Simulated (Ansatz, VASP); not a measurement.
## C: VASP beside Ansatz

```
C
1.0
     0.00000    1.79518    1.79518
     1.79518    0.00000    1.79518
     1.79518    1.79518    0.00000
C
2
Direct
  0.75000 0.75000 0.75000
  0.50000 0.50000 0.50000
```

Alike in both runs: task single point; functional r2SCAN; dispersion D4; k mesh 13 × 13 × 13; occupations fermi-dirac, width 0.05 eV; no spin polarisation.

|  | VASP | Ansatz |
| --- | --- | --- |
| version | VASP 6.6.1 | Ansatz 0.2.0 |
| potentials or method | VASP PAW PBE potentials, release 64 (C) | Ansatz PAW |
| plane-wave cutoff (eV) | 520 | 500 |
| valence electrons in the cell | 8 | 8 |

|  | VASP | Ansatz | Ansatz less VASP |
| --- | --- | --- | --- |
| gap on the k mesh at the Fermi level (eV) | 4.29 | 4.32 | +0.027 |
| least direct gap on the mesh (eV) | 5.78 | 5.82 | +0.043 |
| pressure (GPa) | -11.9 | -12.9 | -1.01 |

VASP's potentials were made for PBE, not for r2SCAN.

Noted on Ansatz's run: odd divisions of the mesh miss points on the zone boundary, where band edges often lie, so the gap on the mesh can be too wide.
